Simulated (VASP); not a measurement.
A run of VASP 6.6.1 is set up as follows.

Contents of INCAR:

```
SYSTEM = AlN
ALGO = Normal
EDIFF = 1E-7
ENCUT = 520
GGA = PE
ISIF = 2
ISMEAR = -1
LASPH = .TRUE.
LCHARG = .FALSE.
LREAL = .FALSE.
LWAVE = .FALSE.
NBANDS = 11
NELM = 60
PREC = Accurate
SIGMA = 0.08
```

Contents of KPOINTS:

```
k-points
0
G
  17 17 17
  0 0 0
```

The input POSCAR:

```
AlN
1.0
    0.0000000000      1.8037451469      1.8037451469
    1.8037451469      0.0000000000      1.8037451469
    1.8037451469      1.8037451469      0.0000000000
Al N
1 1
Direct
    0.0000000000      0.0000000000      0.0000000000
    0.2500000000      0.2500000000      0.2500000000
```

Potentials or basis: VASP PAW PBE potentials, release 64 (Al, N).

Run with:

```console
$ cat potpaw_PBE.64/Al/POTCAR potpaw_PBE.64/N/POTCAR > POTCAR
$ mpirun -np 1 vasp_std > vasp.out
```

Predict the band gap on the k mesh.

3.37 eV, indirect (least direct gap 5.62 eV).

Predict the pressure.

361.8 GPa.

 A k mesh can miss the band edges.
